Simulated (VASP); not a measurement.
# BaTlBr3 (Pm-3m) in VASP: a series of runs

Runs on BaTlBr3. Level: r2SCAN. Tasks: single point.

Everything below comes from runs of VASP 6.6.1. Logs are shortened: lines on timing, memory, paths and dates and some standing lists are left out, and cuts for length are marked.

### Step 1. The cell of the first run

Symmetry: Pm-3m, No. 221, cubic system. The conventional cell has a = 6.229 Å, b = 6.229 Å, c = 6.229 Å, α = 90.00°, β = 90.00°, γ = 90.00°. Tl (site symmetry m-3m) has 12 Br at 4.40 Å and 8 Ba at 5.39 Å within 5.8 Å. Within 4.1 Å of Ba (site symmetry m-3m) lie 6 Br at 3.11 Å. Br (site symmetry 4/mmm) has 2 Ba at 3.11 Å within 4.1 Å.

### Step 2. Single point, r2SCAN

POSCAR

```
BaTlBr3
1.0
    6.2293863475      0.0000000000      0.0000000000
    0.0000000000      6.2293863475      0.0000000000
    0.0000000000      0.0000000000      6.2293863475
Tl Ba Br
1 1 3
Direct
    0.0000000000      0.0000000000      0.0000000000
    0.5000000000      0.5000000000      0.5000000000
    0.5000000000      0.5000000000      0.0000000000
    0.5000000000      0.0000000000      0.5000000000
    0.0000000000      0.5000000000      0.5000000000
```

INCAR.step1

```
SYSTEM = BaTlBr3
PREC = Accurate ; ENCUT = 520
ISMEAR = 0 ; SIGMA = 0.01
LREAL = .False. ; LASPH = .True.
NELM = 60 ; NBANDS = 30
GGA = PE ; ALGO = Normal
EDIFF = 1E-4 ; LWAVE = .True.
LCHARG = .False.
```

INCAR.step2

```
SYSTEM = BaTlBr3
PREC = Accurate ; ENCUT = 520
EDIFF = 1E-7 ; ISMEAR = 0
SIGMA = 0.01 ; LREAL = .False.
LASPH = .True. ; NELM = 60
ALGO = Normal ; ISIF = 2
LWAVE = .False. ; LCHARG = .True.
METAGGA = R2SCAN ; LMIXTAU = .True.
LELF = .True. ; LVHAR = .True.
NBANDS = 30 ; ISTART = 1
```

KPOINTS

```
regular mesh
0
Gamma
  4 4 4
  0 0 0
```

Potentials or basis: VASP PAW PBE potentials, release 64 (Tl_d, Ba_sv, Br).

On the command line:

```bash
$ cat potpaw_PBE.64/Tl_d/POTCAR potpaw_PBE.64/Ba_sv/POTCAR potpaw_PBE.64/Br/POTCAR > POTCAR
$ cp INCAR.step1 INCAR
$ mpirun -np 1 vasp_std > vasp.out
$ cp INCAR.step2 INCAR
$ mpirun -np 1 vasp_std > vasp.out
```

OUTCAR:

```text
SYSTEM = BaTlBr3
   PREC = Accurate
   ENCUT = 520
   EDIFF = 1E-7
   ISMEAR = 0
   LREAL = .False.
   LASPH = .True.
   NELM = 60
   ISIF = 2
   METAGGA = R2SCAN
   ISTART = 1

 ion  position               nearest neighbor table
   1  0.000  0.000  0.000-
   2  0.500  0.500  0.500-   3 3.11   4 3.11   5 3.11   3 3.11   4 3.11   5 3.11
   3  0.500  0.500  0.000-   2 3.11   2 3.11
   4  0.500  0.000  0.500-   2 3.11   2 3.11
   5  0.000  0.500  0.500-   2 3.11   2 3.11

  LATTYP: Found a simple cubic cell.
 ALAT       =     6.2293863475

  Lattice vectors:

 A1 = (   6.2293863475,   0.0000000000,   0.0000000000)
 A2 = (   0.0000000000,   6.2293863475,   0.0000000000)
 A3 = (   0.0000000000,   0.0000000000,   6.2293863475)

Analysis of symmetry for initial positions (statically):
=====================================================================
 Subroutine PRICEL returns:
 Original cell was already a primitive cell.

 Routine SETGRP: Setting up the symmetry group for a
 simple cubic supercell.

 Subroutine GETGRP returns: Found 48 space group operations
 (whereof 48 operations were pure point group operations)
 out of a pool of 48 trial point group operations.

The static configuration has the point symmetry O_h .

Analysis of symmetry for dynamics (positions and initial velocities):
=====================================================================
 Subroutine PRICEL returns:
 Original cell was already a primitive cell.

 Routine SETGRP: Setting up the symmetry group for a
 simple cubic supercell.

 Subroutine GETGRP returns: Found 48 space group operations
 (whereof 48 operations were pure point group operations)
 out of a pool of 48 trial point group operations.

The dynamic configuration has the point symmetry O_h .

 Subroutine INISYM returns: Found 48 space group operations
 (whereof 48 operations are pure point group operations),
 and found     1 'primitive' translations

----------------------------------------------------------------------------------------

                                     Primitive cell

  volume of cell :     241.7329

  direct lattice vectors                    reciprocal lattice vectors
     6.229386348  0.000000000  0.000000000     0.160529456  0.000000000  0.000000000
     0.000000000  6.229386348  0.000000000     0.000000000  0.160529456  0.000000000
     0.000000000  0.000000000  6.229386348     0.000000000  0.000000000  0.160529456

  length of vectors
     6.229386348  6.229386348  6.229386348     0.160529456  0.160529456  0.160529456

  position of ions in fractional coordinates (direct lattice)
     0.000000000  0.000000000  0.000000000
     0.500000000  0.500000000  0.500000000
     0.500000000  0.500000000  0.000000000
     0.500000000  0.000000000  0.500000000
     0.000000000  0.500000000  0.500000000

  ion indices of the primitive-cell ions
   primitive index   ion index
                 1           1
                 2           2
                 3           3
                 4           4
                 5           5

----------------------------------------------------------------------------------------

 KPOINTS: regular mesh

Automatic generation of k-mesh.
 Grid dimensions read from file:
 generate k-points for:    4    4    4

 Generating k-lattice:

  Cartesian coordinates                     Fractional coordinates (reciprocal lattice)
     0.040132364  0.000000000  0.000000000     0.250000000  0.000000000  0.000000000
     0.000000000  0.040132364  0.000000000     0.000000000  0.250000000  0.000000000
     0.000000000  0.000000000  0.040132364     0.000000000  0.000000000  0.250000000

  Length of vectors
     0.040132364  0.040132364  0.040132364

  Shift w.r.t. Gamma in fractional coordinates (k-lattice)
     0.000000000  0.000000000  0.000000000

 Subroutine IBZKPT returns following result:
 ===========================================

 Found     10 irreducible k-points:

 Following reciprocal coordinates:
            Coordinates               Weight
  0.000000  0.000000  0.000000      1.000000
  0.250000  0.000000  0.000000      6.000000
  0.500000  0.000000  0.000000      3.000000
  0.250000  0.250000  0.000000     12.000000
  0.500000  0.250000  0.000000     12.000000
  0.500000  0.500000  0.000000      3.000000
  0.250000  0.250000  0.250000      8.000000
  0.500000  0.250000  0.250000     12.000000
  0.500000  0.500000  0.250000      6.000000
  0.500000  0.500000  0.500000      1.000000
   k-points           NKPTS =     10   k-points in BZ     NKDIM =     10   number of bands    NBANDS=     30
   number of dos      NEDOS =    301   number of ions     NIONS =      5
   total plane-waves  NPLWV = 110592
   dimension x,y,z NGX =    48 NGY =   48 NGZ =   48
   dimension x,y,z NGXF=    96 NGYF=   96 NGZF=   96
   ions per type =               1   1   3
   NGX,Y,Z   is equivalent  to a cutoff of  12.81, 12.81, 12.81 a.u.
   NGXF,Y,Z  is equivalent  to a cutoff of  25.62, 25.62, 25.62 a.u.
 SYSTEM =  BaTlBr3
   PREC   = accura    normal or accurate (medium, high low for compatibility)
   ISTART =      1    job   : 0-new  1-cont  2-samecut
   ICHARG =      0    charge: 1-file 2-atom 10-const
   ISPIN  =      1    spin polarized calculation?
   LNONCOLLINEAR =      F non collinear calculations
   LSORBIT =      F    spin-orbit coupling
   LASPH  =      T    aspherical Exc in radial PAW
   ENCUT  =  520.0 eV  38.22 Ry    6.18 a.u.  11.58 11.58 11.58*2*pi/ulx,y,z
   NELM   =     60;   NELMIN=  2; NELMDL=  0     # of ELM steps
   EDIFF  = 0.1E-06   stopping-criterion for ELM
   LREAL  =      F    real-space projection
   EDIFFG = 0.1E-05   stopping-criterion for IOM
   NSW    =      0    number of steps for IOM
   IBRION =     -1    ionic relax: 0-MD 1-quasi-New 2-CG
   NFREE  =      0    steps in history (QN), initial steepest desc. (CG)
   ISIF   =      2    stress and relaxation
   ISYM   =      2    0-nonsym 1-usesym 2-fastsym
   POTIM  = 0.5000    time-step for ionic-motion
   TEBEG  =    0.0;   TEEND  =   0.0 temperature during run
   PSTRESS=    0.0 pullay stress
   NELECT =      44.0000    total number of electrons
   NUPDOWN=      -1.0000    fix difference up-down
   EMIN   =  10.00;   EMAX   =-10.00  energy-range for DOS
   EFERMI =   0.00;   METHOD = LEGACY
   ISMEAR =     0;   SIGMA  =   0.01  broadening in eV -4-tet -1-fermi 0-gaus
   EFERMI_NEDOS =   21; number of points for ismear=-14 and -15
   IALGO  =     38    algorithm
   IMIX   =      4    mixing-type and parameters
     AMIX     =   0.40;   BMIX     =  1.00
     AMIX_MAG =   1.60;   BMIX_MAG =  1.00
  volume/ion in A,a.u.               =      48.35       326.26
  Fermi-wavevector in a.u.,A,eV,Ry     =   0.927785  1.753259 11.711679  0.860784
  Thomas-Fermi vector in A             =   2.053891
   LORBIT       =      0    0 simple, 1 ext, 2 COOP (PROOUT), +10 PAW based schemes
   METAGGA = R2SCAN    functional components
   LHFCALC =     F    Hartree Fock is set to
   AEXX    =    0.0000 exact exchange contribution
   IVDW    =     0    specifies the selected vdW correction
   LEPSILON=     F    determine dielectric tensor
   LRPA    =     F    only Hartree local field effects (RPA)
 non-spin polarized calculation
 Gauss-broadening in eV      SIGMA  =   0.01
  energy-cutoff  :      520.00
  volume of cell :      241.73
 maximum number of plane-waves:      6619
 NGX is ok and might be reduce to    48
   NGX = 23   NGY = 23   NGZ = 23

 number of electron      44.0000000 magnetization

 Free energy of the ion-electron system (eV)
  ---------------------------------------------------
  ext. energy  EPLUGINS =         0.00000000
  ---------------------------------------------------
  free energy    TOTEN  =      -127.69372668 eV

  energy without entropy =     -127.69372668  energy(sigma->0) =     -127.69372668

 E-fermi :  -1.6264     XC(G=0):  -7.2202

 val. band max:       -1.7369166289   @ k =   0.5000   0.5000   0.5000
 cond. band min:       1.6972164966   @ k =   0.5000   0.0000   0.0000
 fundamental gap:      3.4341331255
 Fermi energy:        -1.6263756248

 k-point     1 :       0.0000    0.0000    0.0000
  band No.  band energies     occupation
      1     -27.6549      2.00000
      2     -14.6672      2.00000
      3     -14.5911      2.00000
      4     -14.5911      2.00000
      5     -12.6812      2.00000
      6     -12.6812      2.00000
[... 22 lines left out ...]
     29       4.4279      0.00000
     30       5.3248      0.00000

 k-point     2 :       0.2500    0.0000    0.0000
  band No.  band energies     occupation
      1     -27.6541      2.00000
      2     -14.7872      2.00000
      3     -14.6372      2.00000
      4     -14.5905      2.00000
      5     -12.6815      2.00000
      6     -12.6810      2.00000
[... 22 lines left out ...]
     29       5.2055      0.00000
     30       5.5266      0.00000

 k-point     3 :       0.5000    0.0000    0.0000
  band No.  band energies     occupation
      1     -27.6534      2.00000
      2     -14.9204      2.00000
      3     -14.6402      2.00000
      4     -14.5899      2.00000
      5     -12.6819      2.00000
      6     -12.6813      2.00000
[... 22 lines left out ...]
     29       5.6274      0.00000
     30       5.9775      0.00000

 k-point     4 :       0.2500    0.2500    0.0000
  band No.  band energies     occupation
      1     -27.6534      2.00000
      2     -14.7966      2.00000
      3     -14.7715      2.00000
      4     -14.6123      2.00000
      5     -12.6815      2.00000
      6     -12.6810      2.00000
[... 22 lines left out ...]
     29       5.6143      0.00000
     30       6.0235      0.00000

 k-point     5 :       0.5000    0.2500    0.0000
  band No.  band energies     occupation
      1     -27.6527      2.00000
      2     -14.9194      2.00000
      3     -14.7833      2.00000
      4     -14.6133      2.00000
      5     -12.6816      2.00000
      6     -12.6807      2.00000
[... 22 lines left out ...]
     29       5.7054      0.00000
     30       6.7000      0.00000

 k-point     6 :       0.5000    0.5000    0.0000
  band No.  band energies     occupation
      1     -27.6520      2.00000
      2     -14.9184      2.00000
      3     -14.9184      2.00000
      4     -14.6148      2.00000
      5     -12.6814      2.00000
      6     -12.6805      2.00000
[... 22 lines left out ...]
     29       5.9594      0.00000
     30       7.2086      0.00000

 k-point     7 :       0.2500    0.2500    0.2500
  band No.  band energies     occupation
      1     -27.6527      2.00000
      2     -14.8038      2.00000
      3     -14.7709      2.00000
      4     -14.7709      2.00000
      5     -12.6811      2.00000
      6     -12.6811      2.00000
[... 22 lines left out ...]
     29       6.0715      0.00000
     30       6.7199      0.00000

 k-point     8 :       0.5000    0.2500    0.2500
  band No.  band energies     occupation
      1     -27.6520      2.00000
      2     -14.9187      2.00000
      3     -14.7922      2.00000
      4     -14.7704      2.00000
      5     -12.6812      2.00000
      6     -12.6807      2.00000
[... 22 lines left out ...]
     29       6.4536      0.00000
     30       6.7254      0.00000

 k-point     9 :       0.5000    0.5000    0.2500
  band No.  band energies     occupation
      1     -27.6513      2.00000
      2     -14.9179      2.00000
      3     -14.9179      2.00000
      4     -14.7809      2.00000
      5     -12.6809      2.00000
      6     -12.6805      2.00000
[... 22 lines left out ...]
     29       6.0073      0.00000
     30       6.8677      0.00000

 k-point    10 :       0.5000    0.5000    0.5000
  band No.  band energies     occupation
      1     -27.6506      2.00000
      2     -14.9174      2.00000
      3     -14.9174      2.00000
      4     -14.9174      2.00000
      5     -12.6804      2.00000
      6     -12.6804      2.00000
[... 22 lines left out ...]
     29       6.0813      0.00000
     30       6.0813      0.00000

------------------------ aborting loop because EDIFF is reached ----------------------------------------

  FORCE on cell =-STRESS in cart. coord.  units (eV):
  Direction    XX          YY          ZZ          XY          YZ          ZX
  --------------------------------------------------------------------------------------
  -------------------------------------------------------------------------------------
  Total        0.3482788      0.3482788      0.3482788      0.0000000     -0.0000000      0.0000000
  in kB        2.3083510      2.3083510      2.3083510      0.0000000     -0.0000000      0.0000000
  external PRESSURE =       2.3083510 kB  Pullay stress =       0.0000000 kB

 VOLUME and BASIS-vectors are now :
 -----------------------------------------------------------------------------
  energy-cutoff  :      520.00
  volume of cell :      241.73
      direct lattice vectors                 reciprocal lattice vectors
     6.229386348  0.000000000  0.000000000     0.160529456  0.000000000  0.000000000
     0.000000000  6.229386348  0.000000000     0.000000000  0.160529456  0.000000000
     0.000000000  0.000000000  6.229386348     0.000000000  0.000000000  0.160529456

 POSITION                                       TOTAL-FORCE (eV/Angst)
 -----------------------------------------------------------------------------------
      0.00000      0.00000      0.00000         0.000000      0.000000      0.000000
      3.11469      3.11469      3.11469         0.000000      0.000000      0.000000
      3.11469      3.11469      0.00000         0.000000      0.000000      0.000000
      3.11469      0.00000      3.11469         0.000000      0.000000      0.000000
      0.00000      3.11469      3.11469         0.000000      0.000000      0.000000
 -----------------------------------------------------------------------------------
    total drift:                                0.000000     -0.000000     -0.000000

  FREE ENERGIE OF THE ION-ELECTRON SYSTEM (eV)
  ---------------------------------------------------
  free  energy   TOTEN  =      -127.6937266826 eV

  energy  without entropy=     -127.6937266826  energy(sigma->0) =     -127.69372668
```

Wall time 2.2 min (1 thread of Intel Xeon 6975P-C (Granite Rapids), shared host); peak memory 0.41 GiB.

What came out:

```
Free energy            : -127.6937 eV
Pressure               : 0.2 GPa
Band gap on the k mesh : 3.43 eV (least direct gap 3.60 eV)
```

Levels at points of the mesh, in eV from the valence-band top:
```
           k point  band 18  band 19  band 20  band 21  band 22  band 23  band 24  band 25  band 26  band 27
(0.00, 0.00, 0.00)    -0.36    -0.36    -0.13    -0.13    -0.13     4.49     4.49     4.49     5.64     5.64
(0.50, 0.00, 0.00)    -0.58    -0.48    -0.43    -0.16    -0.16     3.43     4.22     4.22     5.73     6.87
(0.50, 0.50, 0.00)    -0.60    -0.58    -0.58    -0.30     0.00     3.95     3.95     3.98     6.76     6.76
(0.50, 0.50, 0.50)    -1.23    -1.23     0.00     0.00     0.00     4.37     4.37     4.37     7.58     7.58
```

Caveat: the PAW data sets were made with another functional, which shifts forces and pressure a little; spin-orbit coupling is left out, which moves the levels of the heavy elements.

### Step 3. Single point, r2SCAN (49.80 Å³/atom)

This run uses another cell than the first one, of 49.80 Å³/atom.

Edit POSCAR of step 2 so:

```diff
@@ -2,5 +2,5 @@
 1.0
-    6.2293863475      0.0000000000      0.0000000000
-    0.0000000000      6.2293863475      0.0000000000
-    0.0000000000      0.0000000000      6.2293863475
+    6.2910674515      0.0000000000      0.0000000000
+    0.0000000000      6.2910674515      0.0000000000
+    0.0000000000      0.0000000000      6.2910674515
 Tl Ba Br
```

INCAR.step1

```
SYSTEM = BaTlBr3
PREC     = Accurate       ! precision mode
ENCUT    = 520            ! plane-wave cutoff, eV
ISMEAR   = 0              ! smearing method
SIGMA    = 0.01           ! smearing width, eV
LREAL    = .False.        ! projectors in reciprocal space
LASPH    = .True.         ! aspherical terms in the spheres
NELM     = 80             ! most SCF steps
NBANDS   = 30             ! bands
GGA      = PE             ! functional
ALGO     = Normal         ! electronic algorithm
EDIFF    = 1E-4           ! SCF threshold, eV
LWAVE    = .True.         ! write WAVECAR
LCHARG   = .False.        ! write CHGCAR
```

INCAR.step2

```
SYSTEM = BaTlBr3
PREC     = Accurate       ! precision mode
ENCUT    = 520            ! plane-wave cutoff, eV
EDIFF    = 1E-6           ! SCF threshold, eV
ISMEAR   = 0              ! smearing method
SIGMA    = 0.01           ! smearing width, eV
LREAL    = .False.        ! projectors in reciprocal space
LASPH    = .True.         ! aspherical terms in the spheres
NELM     = 80             ! most SCF steps
ALGO     = Normal         ! electronic algorithm
ISIF     = 2              ! what is computed and relaxed
LWAVE    = .False.        ! write WAVECAR
LCHARG   = .False.        ! write CHGCAR
METAGGA  = R2SCAN         ! meta-GGA
LMIXTAU  = .True.       
NBANDS   = 30             ! bands
ISTART   = 1
```

KPOINTS is that of step 2.

Potentials or basis: VASP PAW PBE potentials, release 64 (Tl_d, Ba_sv, Br).

On the command line:

```bash
$ cat potpaw_PBE.64/Tl_d/POTCAR potpaw_PBE.64/Ba_sv/POTCAR potpaw_PBE.64/Br/POTCAR > POTCAR
$ cp INCAR.step1 INCAR
$ mpirun -np 1 vasp_std > vasp.out
$ cp INCAR.step2 INCAR
$ mpirun -np 1 vasp_std > vasp.out
```

Wall time 2 min (1 thread of Intel Xeon 6975P-C (Granite Rapids), shared host); peak memory 0.41 GiB.

Results (log left out):

```yaml
Free_energy: -127.6937 eV
Pressure: -0.2 GPa
Band_gap_on_the_k_mesh: 3.40 eV (least direct gap 3.59 eV)
```

Levels at points of the mesh, in eV from the valence-band top:
```tsv
k point	band 20	band 21	band 22	band 23	band 24	band 25
(0.00, 0.00, 0.00)	-0.15	-0.15	-0.15	4.41	4.41	4.41
(0.50, 0.00, 0.00)	-0.40	-0.19	-0.19	3.40	4.16	4.16
(0.50, 0.50, 0.00)	-0.55	-0.34	0.00	3.89	3.89	3.93
(0.50, 0.50, 0.50)	0.00	0.00	0.00	4.29	4.29	4.29
```

Caveat: the PAW data sets were made with another functional, which shifts forces and pressure a little; spin-orbit coupling is left out, which moves the levels of the heavy elements.
